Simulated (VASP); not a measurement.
Input of a VASP 6.6.1 run:

File INCAR:

```
SYSTEM = BN
PREC = Accurate ; ENCUT = 520
EDIFF = 1E-6 ; ISMEAR = 0
SIGMA = 0.05 ; LREAL = .False.
LASPH = .True. ; NELM = 100
ALGO = Normal ; ISIF = 2
LWAVE = .False. ; LCHARG = .True.
GGA = PE ; LELF = .True.
LVHAR = .True. ; NBANDS = 16
```

Contents of KPOINTS:

```
regular mesh
0
Gamma
  6 6 6
  0 0 0
```

File POSCAR:

```
BN
1.0
    0.0000000000     -1.8123937734     -1.8123937734
   -1.8123937734      0.0000000000     -1.8123937734
    1.8123937734      1.8123937734     -3.6247875468
B N
2 2
Direct
    0.0285574863      0.0243036900      0.0000000000
    0.4714425137      0.4756963100      0.5000000000
    0.4042247411      0.3998715535      0.8750000000
    0.8457752589      0.8501284465      0.3750000000
```

Potentials or basis: VASP PAW PBE potentials, release 64 (B, N).

Launch:

```bash
$ cat potpaw_PBE.64/B/POTCAR potpaw_PBE.64/N/POTCAR > POTCAR
$ mpirun -np 1 vasp_std > vasp.out
```

(1) What does it give for the band gap on the k mesh?

(2) Estimate the pressure.

(3) Predict the largest force.

Answers

(1) 4.18 eV, indirect (least direct gap 6.17 eV).

(2) -0.2 GPa.

(3) 1.481 eV/Å.

Caveat: the k points lie up to 0.48 Å⁻¹ apart; the cell differs from its parent crystal (mode 4 frozen in at -0.085 Å and mode 5 at -0.085 Å (largest displacements)); forces of over 1 eV/Å act on the atoms, so gaps and moduli don't describe the material at rest.
